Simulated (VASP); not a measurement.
# BN in VASP: a series of runs, part 2 of 2

VASP 6.6.1. Earlier steps stand in the parts before.

## Step 4: Electric field gradients, LDA (zz strain of -1 %)

Input file INCAR:

```
PREC     = Accurate       # precision mode
ENCUT    = 520            # plane-wave cutoff, eV
EDIFF    = 1E-8           # SCF threshold, eV
ISMEAR   = -1             # smearing method
SIGMA    = 0.02           # smearing width, eV
LREAL    = False          # projectors in reciprocal space
LASPH    = True           # aspherical terms in the spheres
NELM     = 80             # most SCF steps
ALGO     = Normal         # electronic algorithm
ISIF     = 2              # what is computed and relaxed
LWAVE    = False          # write WAVECAR
LCHARG   = False          # write CHGCAR
GGA      = CA             # functional
LEFG     = True         
NBANDS   = 11             # bands
```

Input file KPOINTS:

```
Automatic mesh
0
Gamma
  11 11 11
```

Input file POSCAR:

```
BN
1.0
    0.0000000000      1.8075000000      1.7894250000
    1.8075000000      0.0000000000      1.7894250000
    1.8075000000      1.8075000000      0.0000000000
B N
1 1
Direct
    0.0000000000      0.0000000000      0.0000000000
    0.7500000000      0.7500000000      0.7500000000
```

Potentials or basis: VASP PAW LDA potentials, release 64 (B, N).

Run with:

```console
$ cat potpaw_LDA.64/B/POTCAR potpaw_LDA.64/N/POTCAR > POTCAR
$ mpirun -np 1 vasp_std > vasp.out
```

OUTCAR:

```text
PREC = Accurate
   ENCUT = 520
   EDIFF = 1E-8
   ISMEAR = -1
   LREAL = False
   LASPH = True
   NELM = 80
   ISIF = 2
   GGA = CA

 ion  position               nearest neighbor table
   1  0.000  0.000  0.000-   2 1.56   2 1.56   2 1.56   2 1.56
   2  0.750  0.750  0.750-   1 1.56   1 1.56   1 1.56   1 1.56

  LATTYP: Found a body centered tetragonal cell.
 ALAT       =     2.5561910140
 C/A-ratio  =     1.4000714267

  Lattice vectors:

 A1 = (   0.0000000000,  -1.8075000000,  -1.7894250000)
 A2 = (   0.0000000000,   1.8075000000,  -1.7894250000)
 A3 = (   1.8075000000,   0.0000000000,   1.7894250000)

Analysis of symmetry for initial positions (statically):
=====================================================================
 Subroutine PRICEL returns:
 Original cell was already a primitive cell.

 Routine SETGRP: Setting up the symmetry group for a
 body centered tetragonal supercell.

 Subroutine GETGRP returns: Found  8 space group operations
 (whereof  8 operations were pure point group operations)
 out of a pool of 16 trial point group operations.

The static configuration has the point symmetry D_2d.

Analysis of symmetry for dynamics (positions and initial velocities):
=====================================================================
 Subroutine PRICEL returns:
 Original cell was already a primitive cell.

 Routine SETGRP: Setting up the symmetry group for a
 body centered tetragonal supercell.

 Subroutine GETGRP returns: Found  8 space group operations
 (whereof  8 operations were pure point group operations)
 out of a pool of 16 trial point group operations.

[... 161 lines left out ...]
      6      16.2706      0.00000
      7      16.2706      0.00000
      8      18.1186      0.00000
      9      32.1960      0.00000
     10      35.1653      0.00000
     11      35.5833      0.00000
[... 309 lines left out ...]
 k-point    24 :      -0.1818    0.1818    0.0000
  band No.  band energies     occupation
      1     -10.5914      2.00000
      2       2.0065      2.00000
      3       3.7697      2.00000
      4       6.3850      2.00000
      5      18.0462      0.00000
      6      18.0560      0.00000
      7      18.6314      0.00000
      8      21.1301      0.00000
      9      28.6466      0.00000
     10      29.5491      0.00000
     11      34.2205      0.00000

 [... further k-points ...]
[... 5 lines left out ...]
  --------------------------------------------------------------------------------------
  -------------------------------------------------------------------------------------
  Total       -0.6132104     -0.6132104     -0.1640800      0.0000000      0.0000000     -0.0000000
  in kB      -84.0272187    -84.0272187    -22.4836186      0.0000000      0.0000000     -0.0000000
  external PRESSURE =     -63.5126854 kB  Pullay stress =       0.0000000 kB

 VOLUME and BASIS-vectors are now :
 -----------------------------------------------------------------------------
  energy-cutoff  :      520.00
  volume of cell :       11.69
      direct lattice vectors                 reciprocal lattice vectors
     0.000000000  1.807500000  1.789425000    -0.276625173  0.276625173  0.279419367
     1.807500000  0.000000000  1.789425000     0.276625173 -0.276625173  0.279419367
     1.807500000  1.807500000  0.000000000     0.276625173  0.276625173 -0.279419367

 POSITION                                       TOTAL-FORCE (eV/Angst)
 -----------------------------------------------------------------------------------
      0.00000      0.00000      0.00000         0.000000      0.000000      0.000000
      2.71125      2.71125      2.68414        -0.000000     -0.000000     -0.000000
 -----------------------------------------------------------------------------------
    total drift:                                0.000000      0.000000     -0.000001

  FREE ENERGIE OF THE ION-ELECTRON SYSTEM (eV)
  ---------------------------------------------------
  free  energy   TOTEN  =       -19.4089245272 eV

  energy  without entropy=      -19.4089245272  energy(sigma->0) =      -19.40892453

 Electric field gradients (V/A^2)
---------------------------------------------------------------------
 ion       V_xx      V_yy      V_zz      V_xy      V_xz      V_yz
---------------------------------------------------------------------
   1      -0.177    -0.177     0.353     0.000     0.000     0.000
   2       0.799     0.799    -1.597    -0.000    -0.000    -0.000
---------------------------------------------------------------------

 Electric field gradients after diagonalization (V/A^2)
 (convention: |V_zz| > |V_xx| > |V_yy|)
----------------------------------------------------------------------
 ion       V_xx      V_yy      V_zz     asymmetry (V_yy - V_xx)/ V_zz
----------------------------------------------------------------------
   1      -0.177    -0.177     0.353       0.000
   2       0.799     0.798    -1.597       0.000
----------------------------------------------------------------------

           NMR quadrupolar parameters

 Cq : quadrupolar parameter    Cq=e*Q*V_zz/h
 eta: asymmetry parameters     (V_yy - V_xx)/ V_zz
 Q  : nuclear electric quadrupole moment in mb (millibarn)
----------------------------------------------------------------------
 ion       Cq(MHz)       eta       Q (mb)
----------------------------------------------------------------------
   1       0.001       0.000       1.000
   2      -0.004       0.000       1.000
----------------------------------------------------------------------
```

Wall time 14 s (1 thread of Intel Xeon Platinum 8488C (Sapphire Rapids), shared host); peak memory 0.12 GiB.

What came out:

* Free energy: -19.4089 eV
* Pressure: -6.4 GPa
* Band gap on the k mesh: 4.28 eV, indirect (least direct gap 8.62 eV)

Electric field gradients, principal values (V/Å²):
```tsv
atom	least	middle	greatest (by size)
1 B	-0.177	-0.177	0.353
2 N	0.798	0.799	-1.597
```

Caveat: the cell differs from its parent crystal (zz strain of -1 %); without QUAD_EFG the Cq values of the log hold for a quadrupole moment of 1 mb, not for the nuclei. A k mesh can miss the band edges.
